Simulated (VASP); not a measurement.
# NbTe (P-6m2) in VASP: notebook

NbTe is run at these levels: PBEsol, PBEsol+D4, PBEsol+D3(BJ); tasks: single point, relaxation of cell and atoms.

All numbers are computed with VASP 6.6.1; they aren't measurements. Logs are shortened: lines on timing, memory, paths and dates and some standing lists are left out, and cuts for length are marked.

### 1 The cell of the first run

It takes space group P-6m2 (No. 187, hexagonal). The conventional cell has a = 3.630 Å, b = 3.630 Å, c = 3.674 Å, α = 90.00°, β = 90.00°, γ = 120.00°. Within 3.7 Å of Te (site symmetry -6m2) lie 6 Nb at 2.79 Å and 8 Te at 3.63 to 3.67 Å. Within 3.7 Å of Nb (site symmetry -6m2) lie 6 Te at 2.79 Å and 8 Nb at 3.63 to 3.67 Å.

### 2 Single point, PBEsol

Input file INCAR:

```
SYSTEM = NbTe
PREC = Accurate
ENCUT = 520
EDIFF = 1E-6
ISMEAR = -1
SIGMA = 0.05
LREAL = .FALSE.
LASPH = .TRUE.
NELM = 80
ALGO = Normal
ISIF = 2
LWAVE = .FALSE.
LCHARG = .TRUE.
GGA = PS
LELF = .TRUE.
LVHAR = .TRUE.
NBANDS = 16
```

Input file KPOINTS:

```
regular mesh
0
G
  8 8 7
  0 0 0
```

Input file POSCAR:

```
NbTe
1.0
    3.6298762600      0.0000000000      0.0000000000
   -1.8149381300      3.1435650538      0.0000000000
    0.0000000000      0.0000000000      3.6739123223
Te Nb
1 1
Direct
    0.6666666667      0.3333333333      0.0000000000
    0.0000000000      0.0000000000      0.5000000000
```

Potentials or basis: VASP PAW PBE potentials, release 64 (Te, Nb_sv).

On the command line:

```sh
cat potpaw_PBE.64/Te/POTCAR potpaw_PBE.64/Nb_sv/POTCAR > POTCAR
mpirun -np 1 vasp_std > vasp.out
```

OUTCAR:

```text
SYSTEM = NbTe
   PREC = Accurate
   ENCUT = 520
   EDIFF = 1E-6
   ISMEAR = -1
   LREAL = .FALSE.
   LASPH = .TRUE.
   NELM = 80
   ISIF = 2
   GGA = PS

 ion  position               nearest neighbor table
   1  0.667  0.333  0.000-   2 2.79   2 2.79   2 2.79   2 2.79   2 2.79   2 2.79
   2  0.000  0.000  0.500-   1 2.79   1 2.79   1 2.79   1 2.79   1 2.79   1 2.79

  LATTYP: Found a hexagonal cell.
 ALAT       =     3.6298762600
 C/A-ratio  =     1.0121315602

  Lattice vectors:

 A1 = (   3.6298762600,   0.0000000000,   0.0000000000)
 A2 = (  -1.8149381300,   3.1435650538,   0.0000000000)
 A3 = (   0.0000000000,   0.0000000000,   3.6739123223)

Analysis of symmetry for initial positions (statically):
=====================================================================
 Subroutine PRICEL returns:
 Original cell was already a primitive cell.

 Routine SETGRP: Setting up the symmetry group for a
 hexagonal supercell.

 Subroutine GETGRP returns: Found 12 space group operations
 (whereof 12 operations were pure point group operations)
 out of a pool of 24 trial point group operations.

The static configuration has the point symmetry D_3h.

Analysis of symmetry for dynamics (positions and initial velocities):
=====================================================================
 Subroutine PRICEL returns:
 Original cell was already a primitive cell.

 Routine SETGRP: Setting up the symmetry group for a
 hexagonal supercell.

 Subroutine GETGRP returns: Found 12 space group operations
 (whereof 12 operations were pure point group operations)
 out of a pool of 24 trial point group operations.

The dynamic configuration has the point symmetry D_3h.

 Subroutine INISYM returns: Found 12 space group operations
 (whereof 12 operations are pure point group operations),
 and found     1 'primitive' translations

----------------------------------------------------------------------------------------

                                     Primitive cell

  volume of cell :      41.9221

  direct lattice vectors                    reciprocal lattice vectors
     3.629876260  0.000000000  0.000000000     0.275491485  0.159055083  0.000000000
    -1.814938130  3.143565054  0.000000000     0.000000000  0.318110166  0.000000000
     0.000000000  0.000000000  3.673912322     0.000000000  0.000000000  0.272189403

  length of vectors
     3.629876260  3.629876260  3.673912322     0.318110166  0.318110166  0.272189403

  position of ions in fractional coordinates (direct lattice)
     0.666666667  0.333333333  0.000000000
     0.000000000  0.000000000  0.500000000

  ion indices of the primitive-cell ions
   primitive index   ion index
                 1           1
                 2           2

----------------------------------------------------------------------------------------

 KPOINTS: regular mesh

Automatic generation of k-mesh.
 Grid dimensions read from file:
 generate k-points for:    8    8    7

 Generating k-lattice:

  Cartesian coordinates                     Fractional coordinates (reciprocal lattice)
     0.034436436  0.019881885  0.000000000     0.125000000  0.000000000  0.000000000
     0.000000000  0.039763771  0.000000000     0.000000000  0.125000000  0.000000000
     0.000000000  0.000000000  0.038884200     0.000000000  0.000000000  0.142857143

  Length of vectors
     0.039763771  0.039763771  0.038884200

  Shift w.r.t. Gamma in fractional coordinates (k-lattice)
     0.000000000  0.000000000  0.000000000

 Subroutine IBZKPT returns following result:
 ===========================================

 Found     40 irreducible k-points:

 Following reciprocal coordinates:
            Coordinates               Weight
  0.000000  0.000000  0.000000      1.000000
  0.125000  0.000000  0.000000      6.000000
  0.250000  0.000000  0.000000      6.000000
  0.375000  0.000000  0.000000      6.000000
  0.500000  0.000000  0.000000      3.000000
  0.125000  0.125000  0.000000      6.000000
[... 16 lines left out ...]
  0.250000  0.000000  0.285714     12.000000
  0.375000  0.000000  0.285714     12.000000
 [... further k-points ...]
   k-points           NKPTS =     40   k-points in BZ     NKDIM =     40   number of bands    NBANDS=     16
   number of dos      NEDOS =    301   number of ions     NIONS =      2
   total plane-waves  NPLWV =  21952
   dimension x,y,z NGX =    28 NGY =   28 NGZ =   28
   dimension x,y,z NGXF=    56 NGYF=   56 NGZF=   56
   ions per type =               1   1
   NGX,Y,Z   is equivalent  to a cutoff of  12.82, 12.82, 12.67 a.u.
   NGXF,Y,Z  is equivalent  to a cutoff of  25.65, 25.65, 25.34 a.u.
 SYSTEM =  NbTe
   PREC   = accura    normal or accurate (medium, high low for compatibility)
   ISTART =      0    job   : 0-new  1-cont  2-samecut
   ICHARG =      2    charge: 1-file 2-atom 10-const
   ISPIN  =      1    spin polarized calculation?
   LNONCOLLINEAR =      F non collinear calculations
   LSORBIT =      F    spin-orbit coupling
   LASPH  =      T    aspherical Exc in radial PAW
   ENCUT  =  520.0 eV  38.22 Ry    6.18 a.u.   6.75  6.75  6.83*2*pi/ulx,y,z
   NELM   =     80;   NELMIN=  2; NELMDL= -5     # of ELM steps
   EDIFF  = 0.1E-05   stopping-criterion for ELM
   LREAL  =      F    real-space projection
   EDIFFG = 0.1E-04   stopping-criterion for IOM
   NSW    =      0    number of steps for IOM
   IBRION =     -1    ionic relax: 0-MD 1-quasi-New 2-CG
   NFREE  =      0    steps in history (QN), initial steepest desc. (CG)
   ISIF   =      2    stress and relaxation
   ISYM   =      2    0-nonsym 1-usesym 2-fastsym
   POTIM  = 0.5000    time-step for ionic-motion
   TEBEG  =    0.0;   TEEND  =   0.0 temperature during run
   PSTRESS=    0.0 pullay stress
   NELECT =      19.0000    total number of electrons
   NUPDOWN=      -1.0000    fix difference up-down
   EMIN   =  10.00;   EMAX   =-10.00  energy-range for DOS
   EFERMI =   0.00;   METHOD = LEGACY
   ISMEAR =    -1;   SIGMA  =   0.05  broadening in eV -4-tet -1-fermi 0-gaus
   EFERMI_NEDOS =   21; number of points for ismear=-14 and -15
   IALGO  =     38    algorithm
   IMIX   =      4    mixing-type and parameters
     AMIX     =   0.40;   BMIX     =  1.00
     AMIX_MAG =   1.60;   BMIX_MAG =  1.00
  volume/ion in A,a.u.               =      20.96       141.45
  Fermi-wavevector in a.u.,A,eV,Ry     =   1.257511  2.376351 21.515343  1.581333
  Thomas-Fermi vector in A             =   2.391166
   LORBIT       =      0    0 simple, 1 ext, 2 COOP (PROOUT), +10 PAW based schemes
   GGA     = PS    functional components
   LHFCALC =     F    Hartree Fock is set to
   AEXX    =    0.0000 exact exchange contribution
   IVDW    =     0    specifies the selected vdW correction
   LEPSILON=     F    determine dielectric tensor
   LRPA    =     F    only Hartree local field effects (RPA)
 non-spin polarized calculation
  energy-cutoff  :      520.00
  volume of cell :       41.92
 maximum number of plane-waves:      1146
 NGX is ok and might be reduce to    28
   NGX = 13   NGY = 13   NGZ = 13

 number of electron      19.0000002 magnetization

 Free energy of the ion-electron system (eV)
  ---------------------------------------------------
  ext. energy  EPLUGINS =         0.00000000
  ---------------------------------------------------
  free energy    TOTEN  =       -14.90431200 eV

  energy without entropy =      -14.89452669  energy(sigma->0) =      -14.89941935

 E-fermi :  11.5659     XC(G=0): -11.6150

 val. band max:       11.5389513401   @ k =   0.1250   0.0000   0.2857
 cond. band min:      11.6291747858   @ k =   0.2500   0.1250   0.2857
 fundamental gap:      0.0902234457
 Fermi energy:        11.5658684615

 k-point     1 :       0.0000    0.0000    0.0000
  band No.  band energies     occupation
      1     -43.8761      2.00000
      2     -20.1263      2.00000
      3     -19.9014      2.00000
      4     -19.9014      2.00000
      5      -2.9975      2.00000
      6       8.3240      2.00000
[... 8 lines left out ...]
     15      17.4936      0.00000
     16      18.7776      0.00000

 k-point     2 :       0.1250    0.0000    0.0000
  band No.  band energies     occupation
      1     -43.8743      2.00000
      2     -20.1220      2.00000
      3     -19.9267      2.00000
      4     -19.9073      2.00000
      5      -2.7912      2.00000
      6       7.5277      2.00000
[... 8 lines left out ...]
     15      17.4204      0.00000
     16      19.5951      0.00000

 k-point     3 :       0.2500    0.0000    0.0000
  band No.  band energies     occupation
      1     -43.8700      2.00000
      2     -20.1115      2.00000
      3     -19.9872      2.00000
      4     -19.9215      2.00000
      5      -2.2271      2.00000
      6       6.0777      2.00000
[... 8 lines left out ...]
     15      18.6332      0.00000
     16      20.2460      0.00000

 k-point     4 :       0.3750    0.0000    0.0000
  band No.  band energies     occupation
      1     -43.8658      2.00000
      2     -20.1011      2.00000
      3     -20.0469      2.00000
      4     -19.9357      2.00000
      5      -1.5120      2.00000
      6       4.6928      2.00000
[... 8 lines left out ...]
     15      18.1317      0.00000
     16      20.3692      0.00000
[... 324 lines left out ...]
 k-point    22 :       0.1250    0.0000    0.2857
  band No.  band energies     occupation
      1     -43.8707      2.00000
      2     -20.2005      2.00000
      3     -19.9186      2.00000
      4     -19.9000      2.00000
      5      -2.0805      2.00000
      6       5.3551      2.00000
[... 8 lines left out ...]
     15      18.3057      0.00000
     16      19.8673      0.00000

 k-point    23 :       0.2500    0.0000    0.2857
  band No.  band energies     occupation
      1     -43.8665      2.00000
      2     -20.1859      2.00000
      3     -19.9758      2.00000
      4     -19.9129      2.00000
      5      -1.6753      2.00000
      6       5.6062      2.00000
[... 8 lines left out ...]
     15      18.6699      0.00000
     16      20.3302      0.00000

 k-point    24 :       0.3750    0.0000    0.2857
  band No.  band energies     occupation
      1     -43.8623      2.00000
      2     -20.1711      2.00000
      3     -20.0325      2.00000
      4     -19.9258      2.00000
      5      -1.1837      2.00000
      6       5.0730      2.00000
[... 8 lines left out ...]
     15      18.0094      0.00000
     16      20.5233      0.00000

 [... further k-points ...]
[... 5 lines left out ...]
  --------------------------------------------------------------------------------------
  -------------------------------------------------------------------------------------
  Total       -0.0155622     -0.0155622     -0.0354855      0.0000000     -0.0000000      0.0000000
  in kB       -0.5947555     -0.5947555     -1.3561846      0.0000000     -0.0000000      0.0000000
  external PRESSURE =      -0.8485652 kB  Pullay stress =       0.0000000 kB

 VOLUME and BASIS-vectors are now :
 -----------------------------------------------------------------------------
  energy-cutoff  :      520.00
  volume of cell :       41.92
      direct lattice vectors                 reciprocal lattice vectors
     3.629876260  0.000000000  0.000000000     0.275491485  0.159055083  0.000000000
    -1.814938130  3.143565054  0.000000000     0.000000000  0.318110166  0.000000000
     0.000000000  0.000000000  3.673912322     0.000000000  0.000000000  0.272189403

 POSITION                                       TOTAL-FORCE (eV/Angst)
 -----------------------------------------------------------------------------------
      1.81494      1.04786      0.00000         0.000000     -0.000000      0.000000
      0.00000      0.00000      1.83696        -0.000000      0.000000      0.000000
 -----------------------------------------------------------------------------------
    total drift:                               -0.000000      0.000000     -0.000000

  FREE ENERGIE OF THE ION-ELECTRON SYSTEM (eV)
  ---------------------------------------------------
  free  energy   TOTEN  =       -14.9043120032 eV

  energy  without entropy=      -14.8945266932  energy(sigma->0) =      -14.89941935
```

Run time: 14 s. Hardware: 1 thread of Intel Xeon Platinum 8488C (Sapphire Rapids), shared host; peak memory 0.17 GiB.

What came out:

| Property | Result |
| --- | --- |
| Free energy | -14.9043 eV |
| Pressure | -0.1 GPa |

Stress tensor (GPa, compression positive):
```
-0.06  0.00  0.00
 0.00 -0.06  0.00
 0.00  0.00 -0.14
```

Caveat: the PAW data sets were made with another functional, which shifts forces and pressure a little; spin-orbit coupling is left out, which moves the levels of the heavy elements.

### 3 Single point, PBEsol+D4

This run uses another cell than the first one, of 20.63 Å³/atom, 0.984 times its volume.

Input file INCAR:

```
PREC = Accurate
ENCUT = 520
EDIFF = 1E-7
ISMEAR = -1
SIGMA = 0.05
LREAL = False
LASPH = True
NELM = 80
ALGO = Normal
ISIF = 2
LWAVE = False
LCHARG = True
GGA = PS
IVDW = 13
LELF = True
LVHAR = True
NBANDS = 16
```

Input file KPOINTS:

```
Automatic mesh
0
Gamma
  8 8 7
```

Input file POSCAR:

```
NbTe
1.0
    3.6060453388      0.0000000000      0.0000000000
   -1.8030226694      3.1229268706      0.0000000000
    0.0000000000      0.0000000000      3.6641821350
Te Nb
1 1
Direct
    0.6666666667      0.3333333333      0.0000000000
    0.0000000000      0.0000000000      0.5000000000
```

Potentials or basis: VASP PAW PBE potentials, release 64 (Te, Nb_sv).

On the command line:

```sh
cat potpaw_PBE.64/Te/POTCAR potpaw_PBE.64/Nb_sv/POTCAR > POTCAR
mpirun -np 1 vasp_std > vasp.out
```

Wall time 16 s (1 thread of Intel Xeon Platinum 8488C (Sapphire Rapids), shared host); peak memory 0.17 GiB.

It converged, with:

| Quantity | Value |
| --- | --- |
| Free energy | -15.4880 eV |
| Pressure | -0.1 GPa |
| Dispersion energy per atom | -0.294 eV |

Levels at points of the mesh, in eV from the Fermi level:
| k point | band 8 | band 9 | band 10 | band 11 | band 12 | band 13 |
| --- | --- | --- | --- | --- | --- | --- |
| (0.00, 0.00, 0.00) | -3.20 | -2.51 | 0.13 | 0.13 | 2.68 | 2.68 |
| (0.50, 0.00, 0.00) | -2.91 | -2.54 | -0.24 | 1.39 | 1.75 | 3.16 |

Caveat: the PAW data sets were made with another functional, which shifts forces and pressure a little; spin-orbit coupling is left out, which moves the levels of the heavy elements; pairwise dispersion overbinds metals, which lowers pressure and volume.

### 4 Single point, PBEsol+D3(BJ)

This run uses another cell than the first one, of 21.93 Å³/atom, 1.046 times its volume.

Input file INCAR:

```
SYSTEM = NbTe
PREC = Accurate ; ENCUT = 520
EDIFF = 1E-6 ; ISMEAR = -1
SIGMA = 0.05 ; LREAL = .False.
LASPH = .True. ; NELM = 80
ALGO = Normal ; ISIF = 2
LWAVE = .False. ; LCHARG = .False.
GGA = PS ; IVDW = 12
NBANDS = 16
```

Input file KPOINTS:

```
regular mesh
0
Gamma
  8 8 7
  0 0 0
```

Input file POSCAR:

```
NbTe
1.0
    3.7029743866      0.0000000000      0.0000000000
   -1.8514871933      3.2068698884      0.0000000000
    0.0000000000      0.0000000000      3.6942110000
Te Nb
1 1
Direct
    0.6666666667      0.3333333333      0.0000000000
    0.0000000000      0.0000000000      0.5000000000
```

On the command line:

```sh
cat potpaw_PBE.64/Te/POTCAR potpaw_PBE.64/Nb_sv/POTCAR > POTCAR
mpirun -np 1 vasp_std > vasp.out
```

It took 14 s on 1 thread of Intel Xeon Platinum 8488C (Sapphire Rapids), shared host; peak memory 0.18 GiB.

It converged, with:

- Free energy: -16.1230 eV
- Pressure: -10.0 GPa
- Dispersion energy per atom: -0.626 eV

Stress tensor (GPa, compression positive):
```
 -9.96   0.00   0.00
  0.00  -9.96   0.00
  0.00   0.00 -10.07
```

Levels at points of the mesh, in eV from the Fermi level:
```csv
k point,band 6,band 7,band 8,band 9,band 10,band 11,band 12,band 13,band 14,band 15
"(0.00, 0.00, 0.00)",-3.16,-3.16,-3.02,-2.35,0.13,0.13,2.44,2.44,2.80,5.87
"(0.50, 0.00, 0.00)",-7.21,-3.84,-2.66,-2.60,-0.20,1.23,1.49,3.02,3.78,5.68
```

Caveat: three body term missing; the PAW data sets were made with another functional, which shifts forces and pressure a little; spin-orbit coupling is left out, which moves the levels of the heavy elements; pairwise dispersion overbinds metals, which lowers pressure and volume.

### 5 Relaxation of cell and atoms, PBEsol

This run uses another cell than the first one, of 21.93 Å³/atom, 1.046 times its volume.

Input file INCAR:

```
PREC     = Accurate       # precision mode
ENCUT    = 600            # plane-wave cutoff, eV
EDIFF    = 1E-6           # SCF threshold, eV
ISMEAR   = -1             # smearing method
SIGMA    = 0.05           # smearing width, eV
LREAL    = False          # projectors in reciprocal space
LASPH    = True           # aspherical terms in the spheres
NELM     = 60             # most SCF steps
ALGO     = Normal         # electronic algorithm
ISIF     = 3              # what is computed and relaxed
LWAVE    = False          # write WAVECAR
LCHARG   = False          # write CHGCAR
GGA      = PS             # functional
IBRION   = 2              # ionic algorithm
NSW      = 60             # ionic steps
EDIFFG   = -0.01          # ionic threshold
```

Input file KPOINTS:

```
regular mesh
0
Gamma
  8 8 7
```

POSCAR is that of step 4.

On the command line:

```sh
cat potpaw_PBE.64/Te/POTCAR potpaw_PBE.64/Nb_sv/POTCAR > POTCAR
mpirun -np 1 vasp_std > vasp.out
```

Wall time 1.7 min (1 thread of Intel Xeon Platinum 8488C (Sapphire Rapids), shared host); peak memory 0.2 GiB.

The run converged. Its results:

```
Free energy                            : -14.9048 eV
Relaxed volume                         : 20.95 Å³/atom
Relaxed cell                           : a = 3.629 Å, b = 3.629 Å, c = 3.673 Å, α = 90.00°, β = 90.00°, γ = 120.00°
Space group after relaxing (to 0.05 Å) : P-6m2 (No. 187)
Energy gained by relaxing              : 17.0 meV/atom
Ionic steps                            : 12
Pressure after relaxing                : 0.0 GPa
```

Step by step:
```tsv
step	energy change (eV)	largest force (eV/Å)	pressure (GPa)	volume (Å³)
1	0.0000	0.0000	-5.31	43.87
2	0.0447	0.0000	10.05	39.41
3	-0.0321	0.0000	-0.10	42.04
4	-0.0321	0.0000	-0.03	42.01
5	-0.0321	0.0000	0.13	41.97
6	-0.0338	0.0000	0.17	41.89
7	-0.0340	0.0000	0.19	41.86
8	-0.0340	0.0000	0.17	41.85
9	-0.0340	0.0000	0.17	41.84
10	-0.0340	0.0000	0.19	41.85
11	-0.0339	0.0000	-0.29	42.00
12	-0.0340	0.0000	0.01	41.90
```

Final structure:
```
Te Nb
1.0
     3.62941    0.00000    0.00000
    -1.81471    3.14316    0.00000
     0.00000    0.00000    3.67264
Te Nb
1 1
Direct
  0.66667 0.33333 0.00000
  0.00000 0.00000 0.50000
```

Levels at points of the mesh, in eV from the Fermi level:
```csv
k point,band 6,band 7,band 8,band 9,band 10,band 11,band 12,band 13
"(0.00, 0.00, 0.00)",-3.24,-3.18,-3.18,-2.48,0.13,0.13,2.62,2.62
"(0.50, 0.00, 0.00)",-7.50,-4.07,-2.85,-2.56,-0.23,1.35,1.68,3.13
```

Caveat: the PAW data sets were made with another functional, which shifts forces and pressure a little; spin-orbit coupling is left out, which moves the levels of the heavy elements.

### 6 The runs side by side

| task | level | cell | cutoff (eV) | gap on the mesh (eV) | pressure (GPa) |
| --- | --- | --- | --- | --- | --- |
| single point | PBEsol | a = 3.630, b = 3.630, c = 3.674 Å, angles 90.0, 90.0, 120.0°, 2 atoms | 520 | none | -0.1 |
| single point | PBEsol+D4 | a = 3.606, b = 3.606, c = 3.664 Å, angles 90.0, 90.0, 120.0°, 2 atoms | 520 | none | -0.1 |
| single point | PBEsol+D3(BJ) | a = 3.703, b = 3.703, c = 3.694 Å, angles 90.0, 90.0, 120.0°, 2 atoms | 520 | none | -10.0 |
| relaxation of cell and atoms | PBEsol | relaxed from a = 3.703, b = 3.703, c = 3.694 Å, angles 90.0, 90.0, 120.0°, 2 atoms | 600 | none | 0.0 |

Alike in all rows: potentials or basis VASP PAW PBE potentials, release 64 (Te, Nb_sv); no spin polarisation; k mesh 8 × 8 × 7; smearing fermi-dirac 0.05 eV.

Caveats: the PAW data sets were made with another functional, which shifts forces and pressure a little; spin-orbit coupling is left out, which moves the levels of the heavy elements; pairwise dispersion overbinds metals, which lowers pressure and volume (some runs); three body term missing (some runs).

Absolute energies hang on the potentials; compare differences alone.
